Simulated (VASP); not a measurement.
# B (R-3m) in VASP: notebook

Runs on B. Level: PBE. Tasks: single point, relaxation of cell and atoms.

Program: VASP 6.6.1. These are calculated values, not measurements. Logs are shortened: lines on timing, memory, paths and dates and some standing lists are left out, and cuts for length are marked.

**1. The cell of the first run**

The structure is trigonal, space group R-3m (No. 166). The conventional cell has a = 4.899 Å, b = 4.899 Å, c = 12.545 Å, α = 90.00°, β = 90.00°, γ = 120.00°. B (site symmetry m) has 6 B at 1.67 to 1.80 Å within 2.2 Å. Within 2.4 Å of B (site symmetry m) lie 7 B at 1.78 to 2.01 Å.

**2. Single point, PBE**

INCAR

```
SYSTEM = B
ALGO     = Normal         ! electronic algorithm
EDIFF    = 1E-7           ! SCF threshold, eV
ENCUT    = 520            ! plane-wave cutoff, eV
GGA      = PE             ! functional
ISIF     = 2              ! what is computed and relaxed
ISMEAR   = -1             ! smearing method
LASPH    = .True.         ! aspherical terms in the spheres
LCHARG   = .False.        ! write CHGCAR
LREAL    = .False.        ! projectors in reciprocal space
LWAVE    = .False.        ! write WAVECAR
NBANDS   = 30             ! bands
NELM     = 60             ! most SCF steps
PREC     = Accurate       ! precision mode
SIGMA    = 0.05           ! smearing width, eV
```

KPOINTS

```
k-points
0
Gamma
  4 4 4
  0 0 0
```

POSCAR

```
B
1.0
    2.4496223903      1.4142901465      4.1815503374
   -2.4496223903      1.4142901465      4.1815503374
    0.0000000000     -2.8285802929      4.1815503374
B
12
Direct
    0.0102495153      0.6540908577      0.0102495153
    0.0102495153      0.0102495153      0.6540908577
    0.6540908577      0.0102495153      0.0102495153
    0.9897504847      0.3459091423      0.9897504847
    0.3459091423      0.9897504847      0.9897504847
    0.9897504847      0.9897504847      0.3459091423
    0.2210103335      0.6306550530      0.2210103335
    0.2210103335      0.2210103335      0.6306550530
    0.6306550530      0.2210103335      0.2210103335
    0.7789896665      0.3693449470      0.7789896665
    0.3693449470      0.7789896665      0.7789896665
    0.7789896665      0.7789896665      0.3693449470
```

Potentials or basis: VASP PAW PBE potentials, release 64 (B).

Started as:

```
$ cat potpaw_PBE.64/B/POTCAR > POTCAR
$ mpirun -np 1 vasp_std > vasp.out
```

OUTCAR:

```text
SYSTEM = B
   EDIFF = 1E-7
   ENCUT = 520
   GGA = PE
   ISIF = 2
   ISMEAR = -1
   LASPH = .True.
   LREAL = .False.
   NELM = 60
   PREC = Accurate

 ion  position               nearest neighbor table
   1  0.010  0.654  0.010-   4 1.67   3 1.74   2 1.74   7 1.79  12 1.80  11 1.80
   2  0.010  0.010  0.654-   6 1.67   3 1.74   1 1.74   8 1.79  10 1.80  11 1.80
   3  0.654  0.010  0.010-   5 1.67   1 1.74   2 1.74   9 1.79  12 1.80  10 1.80
   4  0.990  0.346  0.990-   1 1.67   5 1.74   6 1.74  10 1.79   8 1.80   9 1.80
   5  0.346  0.990  0.990-   3 1.67   4 1.74   6 1.74  11 1.79   8 1.80   7 1.80
   6  0.990  0.990  0.346-   2 1.67   4 1.74   5 1.74  12 1.79   9 1.80   7 1.80
   7  0.221  0.631  0.221-  12 1.78  11 1.78   1 1.79   6 1.80   5 1.80   9 2.01   8 2.01
   8  0.221  0.221  0.631-  10 1.78  11 1.78   2 1.79   4 1.80   5 1.80   7 2.01   9 2.01
   9  0.631  0.221  0.221-  12 1.78  10 1.78   3 1.79   6 1.80   4 1.80   7 2.01   8 2.01
  10  0.779  0.369  0.779-   8 1.78   9 1.78   4 1.79   2 1.80   3 1.80  11 2.01  12 2.01
  11  0.369  0.779  0.779-   8 1.78   7 1.78   5 1.79   2 1.80   1 1.80  10 2.01  12 2.01
  12  0.779  0.779  0.369-   7 1.78   9 1.78   6 1.79   3 1.80   1 1.80  10 2.01  11 2.01

  LATTYP: Found a trigonal (rhomboedric) cell.
 ALAT       =     5.0483888220
 COS(alpha) =     0.5291065076

  Lattice vectors:

 A1 = (   2.4496223903,   1.4142901465,   4.1815503374)
 A2 = (  -2.4496223903,   1.4142901465,   4.1815503374)
 A3 = (   0.0000000000,  -2.8285802929,   4.1815503374)

Analysis of symmetry for initial positions (statically):
=====================================================================
 Subroutine PRICEL returns:
 Original cell was already a primitive cell.

 Routine SETGRP: Setting up the symmetry group for a
 trigonal (rhombohedral) supercell.

 Subroutine GETGRP returns: Found 12 space group operations
 (whereof 12 operations were pure point group operations)
 out of a pool of 12 trial point group operations.

The static configuration has the point symmetry D_3d.

Analysis of symmetry for dynamics (positions and initial velocities):
=====================================================================
 Subroutine PRICEL returns:
 Original cell was already a primitive cell.

 Routine SETGRP: Setting up the symmetry group for a
 trigonal (rhombohedral) supercell.

 Subroutine GETGRP returns: Found 12 space group operations
[... 121 lines left out ...]
   PSTRESS=    0.0 pullay stress
   NELECT =      36.0000    total number of electrons
   NUPDOWN=      -1.0000    fix difference up-down
   EMIN   =  10.00;   EMAX   =-10.00  energy-range for DOS
   EFERMI =   0.00;   METHOD = LEGACY
   ISMEAR =    -1;   SIGMA  =   0.05  broadening in eV -4-tet -1-fermi 0-gaus
   EFERMI_NEDOS =   21; number of points for ismear=-14 and -15
   IALGO  =     38    algorithm
   IMIX   =      4    mixing-type and parameters
     AMIX     =   0.40;   BMIX     =  1.00
     AMIX_MAG =   1.60;   BMIX_MAG =  1.00
  volume/ion in A,a.u.               =       7.24        48.88
  Fermi-wavevector in a.u.,A,eV,Ry     =   1.220301  2.306034 20.260901  1.489134
  Thomas-Fermi vector in A             =   2.355523
   LORBIT       =      0    0 simple, 1 ext, 2 COOP (PROOUT), +10 PAW based schemes
   GGA     = PE    functional components
   LHFCALC =     F    Hartree Fock is set to
   AEXX    =    0.0000 exact exchange contribution
   IVDW    =     0    specifies the selected vdW correction
   LEPSILON=     F    determine dielectric tensor
   LRPA    =     F    only Hartree local field effects (RPA)
 non-spin polarized calculation
  energy-cutoff  :      520.00
  volume of cell :       86.92
 maximum number of plane-waves:      2367
 NGX is ok and might be reduce to    40
   NGX = 19   NGY = 19   NGZ = 19

 number of electron      36.0000000 magnetization

 Free energy of the ion-electron system (eV)
  ---------------------------------------------------
  ext. energy  EPLUGINS =         0.00000000
  ---------------------------------------------------
  free energy    TOTEN  =       -80.44856029 eV

  energy without entropy =      -80.44856024  energy(sigma->0) =      -80.44856026

 E-fermi :   6.6039     XC(G=0): -11.5554

 val. band max:        5.9056249567   @ k =   0.5000   0.5000   0.5000
 cond. band min:       7.3793324604   @ k =   0.5000   0.5000   0.0000
 fundamental gap:      1.4737075037
 Fermi energy:         6.6038666812

 k-point     1 :       0.0000    0.0000    0.0000
  band No.  band energies     occupation
      1     -10.2703      2.00000
      2      -4.5333      2.00000
      3      -4.2818      2.00000
      4      -4.2818      2.00000
      5      -3.2118      2.00000
      6      -2.5662      2.00000
[... 418 lines left out ...]
     29      14.1535      0.00000
     30      15.8589      0.00000

------------------------ aborting loop because EDIFF is reached ----------------------------------------

  FORCE on cell =-STRESS in cart. coord.  units (eV):
  Direction    XX          YY          ZZ          XY          YZ          ZX
  --------------------------------------------------------------------------------------
  -------------------------------------------------------------------------------------
  Total        0.0371111      0.0371111      0.0411578      0.0000000      0.0000000      0.0000000
  in kB        0.6840508      0.6840508      0.7586415      0.0000000      0.0000000      0.0000000
  external PRESSURE =       0.7089144 kB  Pullay stress =       0.0000000 kB

 VOLUME and BASIS-vectors are now :
 -----------------------------------------------------------------------------
  energy-cutoff  :      520.00
  volume of cell :       86.92
      direct lattice vectors                 reciprocal lattice vectors
     2.449622390  1.414290146  4.181550337     0.204113092  0.117844749  0.079715251
    -2.449622390  1.414290146  4.181550337    -0.204113092  0.117844749  0.079715251
     0.000000000 -2.828580293  4.181550337     0.000000000 -0.235689497  0.079715251

 POSITION                                       TOTAL-FORCE (eV/Angst)
 -----------------------------------------------------------------------------------
     -1.57717      0.91058      2.82083         0.006947     -0.004011     -0.009137
      0.00000     -1.82116      2.82083        -0.000000      0.008021     -0.009137
      1.57717      0.91058      2.82083        -0.006947     -0.004011     -0.009137
      1.57717     -0.91058      9.72382        -0.006947      0.004011      0.009137
     -1.57717     -0.91058      9.72382         0.006947      0.004011      0.009137
      0.00000      1.82116      9.72382        -0.000000     -0.008021      0.009137
     -1.00347      0.57936      4.48545         0.010529     -0.006079      0.003631
      0.00000     -1.15871      4.48545        -0.000000      0.012158      0.003631
      1.00347      0.57936      4.48545        -0.010529     -0.006079      0.003631
      1.00347     -0.57936      8.05920        -0.010529      0.006079     -0.003631
     -1.00347     -0.57936      8.05920         0.010529      0.006079     -0.003631
      0.00000      1.15871      8.05920        -0.000000     -0.012158     -0.003631
 -----------------------------------------------------------------------------------
    total drift:                                0.000000     -0.000000     -0.000000

  FREE ENERGIE OF THE ION-ELECTRON SYSTEM (eV)
  ---------------------------------------------------
  free  energy   TOTEN  =       -80.4485602863 eV

  energy  without entropy=      -80.4485602408  energy(sigma->0) =      -80.44856026
```

OSZICAR:

```text
N       E                     dE             d eps       ncg     rms          rms(c)
DAV:   1     0.778159024805E+02    0.77816E+02   -0.16690E+04   780   0.110E+03
DAV:   2    -0.790132016613E+02   -0.15683E+03   -0.14850E+03   970   0.221E+02
DAV:   3    -0.850254185891E+02   -0.60122E+01   -0.59574E+01  1064   0.384E+01
DAV:   4    -0.850709724270E+02   -0.45554E-01   -0.45478E-01  1040   0.345E+00
DAV:   5    -0.850714310796E+02   -0.45865E-03   -0.45853E-03   994   0.336E-01    0.112E+01
DAV:   6    -0.812851570569E+02    0.37863E+01   -0.43261E+00   926   0.105E+01    0.619E+00
DAV:   7    -0.804790244891E+02    0.80613E+00   -0.20576E+00   962   0.692E+00    0.208E+00
DAV:   8    -0.804472440836E+02    0.31780E-01   -0.27352E-01   932   0.271E+00    0.463E-01
DAV:   9    -0.804481892848E+02   -0.94520E-03   -0.24315E-02   934   0.855E-01    0.161E-01
DAV:  10    -0.804485161502E+02   -0.32687E-03   -0.38513E-03   934   0.339E-01    0.385E-02
DAV:  11    -0.804485693621E+02   -0.53212E-04   -0.27499E-04  1016   0.909E-02    0.194E-02
DAV:  12    -0.804485532220E+02    0.16140E-04   -0.86952E-05   972   0.496E-02    0.701E-03
DAV:  13    -0.804485599500E+02   -0.67280E-05   -0.18184E-05   944   0.212E-02    0.235E-03
DAV:  14    -0.804485602402E+02   -0.29022E-06   -0.11595E-06  1000   0.534E-03    0.908E-04
DAV:  15    -0.804485602863E+02   -0.46110E-07   -0.17097E-07   760   0.233E-03
   1 F= -.80448560E+02 E0= -.80448560E+02  d E =-.455306E-07
```

stdout:

```text
POSCAR found type information on POSCAR B
 POSCAR found :  1 types and      12 ions
 scaLAPACK will be used
 LDA part: xc-table for (Slater+PW92), standard interpolation
 POSCAR, INCAR and KPOINTS ok, starting setup
 FFT: planning ... GRIDC
 FFT: planning ... GRID_SOFT
 FFT: planning ... GRID
 WAVECAR not read
 entering main loop
```

Wall time 38 s (1 thread of AMD EPYC 7R13 (Zen 3), shared host); peak memory 0.19 GiB.

What came out:

| Quantity | Value |
| --- | --- |
| Free energy | -80.4486 eV |
| Pressure | 0.1 GPa |
| Largest force | 0.013 eV/Å |
| Band gap on the k mesh | 1.47 eV (least direct gap 1.86 eV) |

Forces on the atoms (eV/Å):
```
B    0.007 -0.004 -0.009
B    0.000  0.008 -0.009
B   -0.007 -0.004 -0.009
B   -0.007  0.004  0.009
B    0.007  0.004  0.009
B    0.000 -0.008  0.009
B    0.011 -0.006  0.004
B    0.000  0.012  0.004
B   -0.011 -0.006  0.004
B   -0.011  0.006 -0.004
B    0.011  0.006 -0.004
B    0.000 -0.012 -0.004
```

Levels at points of the mesh, in eV from the valence-band top:
```csv
k point,band 14,band 15,band 16,band 17,band 18,band 19,band 20,band 21,band 22,band 23
"(0.00, 0.00, 0.00)",-4.43,-1.37,-0.84,-0.84,-0.35,1.51,4.54,4.54,4.73,4.73
"(0.50, 0.00, 0.00)",-3.12,-2.67,-1.93,-1.70,-0.59,1.95,3.21,3.65,4.87,4.97
"(0.50, 0.50, 0.00)",-3.21,-2.93,-2.58,-2.10,-1.91,1.47,2.68,2.83,3.51,5.35
"(0.50, 0.50, 0.50)",-3.32,-2.98,-1.87,-1.87,0.00,2.63,2.79,2.79,4.92,4.92
```

(Continued in part 2 of 2.)
